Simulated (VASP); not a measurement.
# MnSb (Fm-3m) in VASP: single point with PBE

Aim: the single point of MnSb with PBE.

All numbers are computed with VASP 6.6.1; they aren't measurements. Logs are shortened: lines on timing, memory, paths and dates and some standing lists are left out, and cuts for length are marked.

**1. The cell of the first run**

It takes space group Fm-3m (No. 225, cubic). The conventional cell has a = 5.577 Å, b = 5.577 Å, c = 5.577 Å, α = 90.00°, β = 90.00°, γ = 90.00°. Within 3.7 Å of Mn (site symmetry m-3m) lie 6 Sb at 2.79 Å. Within 3.7 Å of Sb (site symmetry m-3m) lie 6 Mn at 2.79 Å.

**2. Single point, PBE, collinear spin, ferromagnetic start**

Contents of INCAR:

```
PREC     = Accurate       # precision mode
ENCUT    = 520            # plane-wave cutoff, eV
EDIFF    = 1E-7           # SCF threshold, eV
ISMEAR   = 0              # smearing method
SIGMA    = 0.1            # smearing width, eV
LREAL    = F              # projectors in reciprocal space
LASPH    = T              # aspherical terms in the spheres
NELM     = 150            # most SCF steps
ALGO     = Normal         # electronic algorithm
ISIF     = 2              # what is computed and relaxed
LWAVE    = F              # write WAVECAR
LCHARG   = T              # write CHGCAR
ISPIN    = 2              # spin polarisation
MAGMOM   = 4.19 0         # initial moments
LORBIT   = 11             # projections on sites
LMAXMIX  = 4              # l up to which the mixer works
GGA      = PE             # functional
LELF     = T              # ELF
LVHAR    = T            
NBANDS   = 20             # bands
```

Contents of KPOINTS:

```
Automatic mesh
0
Gamma
  14 14 14
```

Contents of POSCAR:

```
MnSb
1.0
    0.0000000000      2.7886414941      2.7886414941
    2.7886414941      0.0000000000      2.7886414941
    2.7886414941      2.7886414941      0.0000000000
Mn Sb
1 1
Direct
    0.0000000000      0.0000000000      0.0000000000
    0.5000000000      0.5000000000      0.5000000000
```

Potentials or basis: VASP PAW PBE potentials, release 64 (Mn_pv, Sb).

The run is started by

```sh
cat potpaw_PBE.64/Mn_pv/POTCAR potpaw_PBE.64/Sb/POTCAR > POTCAR
mpirun -np 1 vasp_std > vasp.out
```

OUTCAR:

```text
PREC = Accurate
   ENCUT = 520
   EDIFF = 1E-7
   ISMEAR = 0
   LREAL = F
   LASPH = T
   NELM = 150
   ISIF = 2
   ISPIN = 2
   LORBIT = 11
   GGA = PE

 ion  position               nearest neighbor table
   1  0.000  0.000  0.000-   2 2.79   2 2.79   2 2.79   2 2.79   2 2.79   2 2.79
   2  0.500  0.500  0.500-   1 2.79   1 2.79   1 2.79   1 2.79   1 2.79   1 2.79

  LATTYP: Found a face centered cubic cell.
 ALAT       =     5.5772829882

  Lattice vectors:

 A1 = (   0.0000000000,   2.7886414941,   2.7886414941)
 A2 = (   2.7886414941,   0.0000000000,   2.7886414941)
 A3 = (   2.7886414941,   2.7886414941,   0.0000000000)

Analysis of symmetry for initial positions (statically):
=====================================================================
 Subroutine PRICEL returns:
 Original cell was already a primitive cell.

 Routine SETGRP: Setting up the symmetry group for a
 face centered cubic supercell.

 Subroutine GETGRP returns: Found 48 space group operations
 (whereof 48 operations were pure point group operations)
 out of a pool of 48 trial point group operations.

The static configuration has the point symmetry O_h .

Analysis of symmetry for dynamics (positions and initial velocities):
=====================================================================
 Subroutine PRICEL returns:
 Original cell was already a primitive cell.

 Routine SETGRP: Setting up the symmetry group for a
 face centered cubic supercell.

 Subroutine GETGRP returns: Found 48 space group operations
 (whereof 48 operations were pure point group operations)
 out of a pool of 48 trial point group operations.

The dynamic configuration has the point symmetry O_h .

Analysis of structural, dynamic, and magnetic symmetry:
=====================================================================
 Subroutine PRICEL returns:
 Original cell was already a primitive cell.

 Routine SETGRP: Setting up the symmetry group for a
 face centered cubic supercell.

 Subroutine GETGRP returns: Found 48 space group operations
 (whereof 48 operations were pure point group operations)
 out of a pool of 48 trial point group operations.

The overall configuration has the point symmetry O_h .

 Subroutine INISYM returns: Found 48 space group operations
 (whereof 48 operations are pure point group operations),
 and found     1 'primitive' translations

----------------------------------------------------------------------------------------

                                     Primitive cell

  volume of cell :      43.3719

  direct lattice vectors                    reciprocal lattice vectors
     0.000000000  2.788641494  2.788641494    -0.179298774  0.179298774  0.179298774
     2.788641494  0.000000000  2.788641494     0.179298774 -0.179298774  0.179298774
     2.788641494  2.788641494  0.000000000     0.179298774  0.179298774 -0.179298774

  length of vectors
     3.943734622  3.943734622  3.943734622     0.310554586  0.310554586  0.310554586

  position of ions in fractional coordinates (direct lattice)
     0.000000000  0.000000000  0.000000000
     0.500000000  0.500000000  0.500000000

  ion indices of the primitive-cell ions
   primitive index   ion index
                 1           1
                 2           2

----------------------------------------------------------------------------------------

 KPOINTS: Automatic mesh

Automatic generation of k-mesh.
 Grid dimensions read from file:
 generate k-points for:   14   14   14

 Generating k-lattice:

  Cartesian coordinates                     Fractional coordinates (reciprocal lattice)
    -0.012807055  0.012807055  0.012807055     0.071428571  0.000000000  0.000000000
     0.012807055 -0.012807055  0.012807055     0.000000000  0.071428571  0.000000000
     0.012807055  0.012807055 -0.012807055     0.000000000  0.000000000  0.071428571

  Length of vectors
     0.022182470  0.022182470  0.022182470

  Shift w.r.t. Gamma in fractional coordinates (k-lattice)
     0.000000000  0.000000000  0.000000000

 Subroutine IBZKPT returns following result:
 ===========================================

 Found    104 irreducible k-points:

 Following reciprocal coordinates:
            Coordinates               Weight
  0.000000  0.000000  0.000000      1.000000
  0.071429  0.000000  0.000000      8.000000
  0.142857  0.000000  0.000000      8.000000
  0.214286  0.000000  0.000000      8.000000
  0.285714  0.000000  0.000000      8.000000
  0.357143  0.000000  0.000000      8.000000
[... 16 lines left out ...]
  0.214286  0.142857  0.000000     24.000000
  0.285714  0.142857  0.000000     24.000000
 [... further k-points ...]
   k-points           NKPTS =    104   k-points in BZ     NKDIM =    104   number of bands    NBANDS=     20
   number of dos      NEDOS =    301   number of ions     NIONS =      2
   total plane-waves  NPLWV =  27000
   dimension x,y,z NGX =    30 NGY =   30 NGZ =   30
   dimension x,y,z NGXF=    60 NGYF=   60 NGZF=   60
   ions per type =               1   1
   NGX,Y,Z   is equivalent  to a cutoff of  12.65, 12.65, 12.65 a.u.
   NGXF,Y,Z  is equivalent  to a cutoff of  25.29, 25.29, 25.29 a.u.
 SYSTEM =  unknown system
   PREC   = accura    normal or accurate (medium, high low for compatibility)
   ISTART =      0    job   : 0-new  1-cont  2-samecut
   ICHARG =      2    charge: 1-file 2-atom 10-const
   ISPIN  =      2    spin polarized calculation?
   LNONCOLLINEAR =      F non collinear calculations
   LSORBIT =      F    spin-orbit coupling
   LASPH  =      T    aspherical Exc in radial PAW
   ENCUT  =  520.0 eV  38.22 Ry    6.18 a.u.   7.33  7.33  7.33*2*pi/ulx,y,z
   NELM   =    150;   NELMIN=  2; NELMDL= -5     # of ELM steps
   EDIFF  = 0.1E-06   stopping-criterion for ELM
   LREAL  =      F    real-space projection
   EDIFFG = 0.1E-05   stopping-criterion for IOM
   NSW    =      0    number of steps for IOM
   IBRION =     -1    ionic relax: 0-MD 1-quasi-New 2-CG
   NFREE  =      0    steps in history (QN), initial steepest desc. (CG)
   ISIF   =      2    stress and relaxation
   ISYM   =      2    0-nonsym 1-usesym 2-fastsym
   POTIM  = 0.5000    time-step for ionic-motion
   TEBEG  =    0.0;   TEEND  =   0.0 temperature during run
   PSTRESS=    0.0 pullay stress
   NELECT =      18.0000    total number of electrons
   NUPDOWN=      -1.0000    fix difference up-down
   EMIN   =  10.00;   EMAX   =-10.00  energy-range for DOS
   EFERMI =   0.00;   METHOD = LEGACY
   ISMEAR =     0;   SIGMA  =   0.10  broadening in eV -4-tet -1-fermi 0-gaus
   EFERMI_NEDOS =   21; number of points for ismear=-14 and -15
   IALGO  =     38    algorithm
   IMIX   =      4    mixing-type and parameters
     AMIX     =   0.40;   BMIX     =  1.00
     AMIX_MAG =   1.60;   BMIX_MAG =  1.00
  volume/ion in A,a.u.               =      21.69       146.34
  Fermi-wavevector in a.u.,A,eV,Ry     =   1.221133  2.307607 20.288544  1.491166
  Thomas-Fermi vector in A             =   2.356326
   LORBIT       =     11    0 simple, 1 ext, 2 COOP (PROOUT), +10 PAW based schemes
   GGA     = PE    functional components
   LHFCALC =     F    Hartree Fock is set to
   AEXX    =    0.0000 exact exchange contribution
   IVDW    =     0    specifies the selected vdW correction
   LEPSILON=     F    determine dielectric tensor
   LRPA    =     F    only Hartree local field effects (RPA)
 spin polarized calculation
 Gauss-broadening in eV      SIGMA  =   0.10
  energy-cutoff  :      520.00
  volume of cell :       43.37
 maximum number of plane-waves:      1211
 NGX is ok and might be reduce to    30
   NGX = 15   NGY = 15   NGZ = 15

 number of electron      17.9999990 magnetization       3.8190627

 Free energy of the ion-electron system (eV)
  ---------------------------------------------------
  ext. energy  EPLUGINS =         0.00000000
  ---------------------------------------------------
  free energy    TOTEN  =       -12.85595491 eV

  energy without entropy =      -12.85071753  energy(sigma->0) =      -12.85333622

 E-fermi :   7.7073     XC(G=0): -10.6090

 val. band max:        7.7068490932   @ k =   0.3571   0.2857   0.0714
 cond. band min:       7.7142996370   @ k =   0.5000   0.2143   0.0000
 fundamental gap:      0.0074505438
 Fermi energy:         7.7072668088

 spin component 1

 k-point     1 :       0.0000    0.0000    0.0000
  band No.  band energies     occupation
      1     -42.5884      1.00000
      2     -42.5884      1.00000
      3     -42.5884      1.00000
      4      -3.8666      1.00000
      5       4.6270      1.00000
      6       4.6270      1.00000
[... 12 lines left out ...]
     19      17.2198      0.00000
     20      17.2198      0.00000

 k-point     2 :       0.0714    0.0000    0.0000
  band No.  band energies     occupation
      1     -42.5885      1.00000
      2     -42.5884      1.00000
      3     -42.5884      1.00000
      4      -3.7983      1.00000
      5       4.5919      1.00000
      6       4.6299      1.00000
[... 12 lines left out ...]
     19      16.8255      0.00000
     20      17.4274      0.00000
[... 465 lines left out ...]
      3     -42.5886      1.00000
      4      -3.2730      1.00000
      5       4.1297      1.00000
      6       4.4573      1.00000
[... 12 lines left out ...]
     19      18.5542      0.00000
     20      19.7459      0.00000

 k-point    24 :       0.2857    0.1429    0.0000
  band No.  band energies     occupation
      1     -42.5899      1.00000
      2     -42.5888      1.00000
      3     -42.5886      1.00000
      4      -2.9204      1.00000
      5       3.7662      1.00000
      6       4.2954      1.00000
[... 12 lines left out ...]
     19      18.9252      0.00000
     20      21.3298      0.00000

 [... further k-points ...]

 spin component 2

 k-point     1 :       0.0000    0.0000    0.0000
  band No.  band energies     occupation
      1     -38.6734      1.00000
      2     -38.6734      1.00000
      3     -38.6734      1.00000
      4      -3.7853      1.00000
      5       7.8219      0.05255
      6       7.8219      0.05252
[... 12 lines left out ...]
     19      18.2078      0.00000
     20      18.2078      0.00000

 k-point     2 :       0.0714    0.0000    0.0000
  band No.  band energies     occupation
      1     -38.6736      1.00000
      2     -38.6734      1.00000
      3     -38.6734      1.00000
      4      -3.7192      1.00000
      5       7.5855      0.95741
      6       7.5856      0.95738
[... 12 lines left out ...]
     19      17.7706      0.00000
     20      18.3355      0.00000
[... 465 lines left out ...]
      3     -38.6737      1.00000
      4      -3.2102      1.00000
      5       5.7134      1.00000
      6       6.8789      1.00000
[... 12 lines left out ...]
     19      19.3227      0.00000
     20      20.1883      0.00000

 k-point    24 :       0.2857    0.1429    0.0000
  band No.  band energies     occupation
      1     -38.6755      1.00000
      2     -38.6739      1.00000
      3     -38.6737      1.00000
      4      -2.8710      1.00000
      5       4.9099      1.00000
      6       6.2873      1.00000
[... 12 lines left out ...]
     19      19.4763      0.00000
     20      21.5125      0.00000

 [... further k-points ...]
[... 5 lines left out ...]
  --------------------------------------------------------------------------------------
  -------------------------------------------------------------------------------------
  Total       -0.0060388     -0.0060388     -0.0060388     -0.0000000     -0.0000000     -0.0000000
  in kB       -0.2230749     -0.2230749     -0.2230749     -0.0000000     -0.0000000     -0.0000000
  external PRESSURE =      -0.2230749 kB  Pullay stress =       0.0000000 kB

 VOLUME and BASIS-vectors are now :
 -----------------------------------------------------------------------------
  energy-cutoff  :      520.00
  volume of cell :       43.37
      direct lattice vectors                 reciprocal lattice vectors
     0.000000000  2.788641494  2.788641494    -0.179298774  0.179298774  0.179298774
     2.788641494  0.000000000  2.788641494     0.179298774 -0.179298774  0.179298774
     2.788641494  2.788641494  0.000000000     0.179298774  0.179298774 -0.179298774

 POSITION                                       TOTAL-FORCE (eV/Angst)
 -----------------------------------------------------------------------------------
      0.00000      0.00000      0.00000         0.000000      0.000000      0.000000
      2.78864      2.78864      2.78864        -0.000000     -0.000000     -0.000000
 -----------------------------------------------------------------------------------
    total drift:                               -0.000000      0.000000      0.000000

  FREE ENERGIE OF THE ION-ELECTRON SYSTEM (eV)
  ---------------------------------------------------
  free  energy   TOTEN  =       -12.8559549135 eV

  energy  without entropy=      -12.8507175267  energy(sigma->0) =      -12.85333622

 total charge

# of ion       s       p       d       tot
------------------------------------------
    1        0.282   6.186   4.999  11.466
    2        1.143   1.299   0.036   2.478
--------------------------------------------------
tot          1.425   7.485   5.035  13.945

 magnetization (x)

# of ion       s       p       d       tot
------------------------------------------
    1        0.075   0.036   3.633   3.744
    2        0.014  -0.128   0.011  -0.104
--------------------------------------------------
tot          0.089  -0.093   3.644   3.640
```

It took 2.9 min on 1 thread of Intel Xeon 6975P-C, shared host; peak memory 0.29 GiB.

What came out:

| Item | Value |
| --- | --- |
| Free energy | -12.8560 eV |
| Pressure | 0.0 GPa |
| Net moment | 3.82 μB per cell |
| Site moments | Mn +3.74; Sb -0.10 μB |
| Valence electrons inside the program's atomic spheres | Mn 11.47; Sb 2.48 |

Levels at points of the mesh, in eV from the Fermi level:
Spin up:
```tsv
k point	band 8	band 9	band 10	band 11	band 12	band 13	band 14	band 15
(0.00, 0.00, 0.00)	-2.82	-2.82	1.31	1.31	1.31	5.02	8.12	8.17
(0.50, 0.00, 0.00)	-2.70	-2.70	-2.36	2.75	2.75	4.00	4.83	4.83
(0.50, 0.50, 0.00)	-2.59	-2.59	-1.74	-1.53	-1.53	0.92	4.83	12.54
```
Spin down:
| k point | band 3 | band 4 | band 5 | band 6 | band 7 | band 8 | band 9 | band 10 | band 11 | band 12 |
| --- | --- | --- | --- | --- | --- | --- | --- | --- | --- | --- |
| (0.00, 0.00, 0.00) | -46.38 | -11.49 | 0.11 | 0.11 | 0.23 | 0.23 | 0.23 | 1.30 | 1.30 | 1.30 |
| (0.50, 0.00, 0.00) | -46.38 | -9.41 | -5.57 | -1.88 | -1.88 | 0.90 | 0.90 | 1.11 | 4.13 | 4.13 |
| (0.50, 0.50, 0.00) | -46.38 | -9.03 | -4.60 | -1.41 | -1.41 | -0.74 | 0.43 | 0.96 | 1.19 | 1.19 |

Caveat: spin-orbit coupling is left out, which moves the levels of the heavy elements; a cell with one magnetic atom can't hold antiferromagnetic order, which such compounds often take.
